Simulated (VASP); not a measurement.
A run of VASP 6.6.1 is set up as follows.

INCAR

```
  ALGO = Normal
  EDIFF = 1E-6
  ENCUT = 520
  GGA = PE
  ISIF = 2
  ISMEAR = -1
  LASPH = T
  LCHARG = F
  LREAL = F
  LWAVE = F
  NBANDS = 9
  NELM = 80
  PREC = Accurate
  SIGMA = 0.1
```

Contents of KPOINTS:

```
k-points
0
Gamma
  3 3 2
```

File POSCAR:

```
Be
1.0
    2.2656737714      0.0000000000      0.0000000000
   -1.1328368857      1.9621310427      0.0000000000
    0.0000000000      0.0000000000      3.5587036811
Be
2
Direct
    0.3333333333      0.6666666667      0.2500000000
    0.6666666667      0.3333333333      0.7500000000
```

Potentials or basis: VASP PAW PBE potentials, release 64 (Be).

Run with:

```console
$ cat potpaw_PBE.64/Be/POTCAR > POTCAR
$ mpirun -np 1 vasp_std > vasp.out
```

Q: Predict the pressure.

A: 9.8 GPa.

Q: Estimate the band gap on the k mesh.

A: Zero (band 2 reaches 6.77 eV, above the bottom of band 3 at 6.03 eV).

Stress tensor (GPa, compression positive):
```
17.73  0.00  0.00
 0.00 17.73  0.00
 0.00  0.00 -6.00
```

Caveat: the k points lie up to 1.07 Å⁻¹ apart.
